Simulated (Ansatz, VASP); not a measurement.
# One calculation of Cu, two programs

```
Cu
1.0
     0.00000    1.75327    1.86173
     1.75327    0.00000    1.86173
     1.75327    1.75327    0.00000
Cu
1
Direct
  0.00000 0.00000 0.00000
```

Change from the starting cell: strain -0.030 along x and y, +0.030 along z, atoms carried along.

Alike in both runs: task single point; functional PBEsol; k mesh 22 × 22 × 22; occupations gaussian, width 0.15 eV; no spin polarisation.

|  | VASP | Ansatz |
| --- | --- | --- |
| version | VASP 6.6.1 | Ansatz 0.2.0 |
| potentials or method | VASP PAW PBE potentials, release 64 (Cu), cutoff 520 eV | scalar-relativistic, plane waves, PAW |
| valence electrons in the cell | 11 | 19 |

```csv
,VASP,Ansatz,Ansatz less VASP
gap on the k mesh at the Fermi level (eV),none,none,-
pressure (GPa),-1.0,-1.7,-0.70
"traceless stress, the component that is largest in VASP (GPa)",-3.11,-3.12,-0.013
```

VASP's potentials were made for PBE, not for PBEsol. A gap of «none» marks a metal or a gap that the smearing closes. VASP's potentials hold 11 valence electrons a cell and Ansatz's 19, so a difference there can come from the potentials and not from the codes.
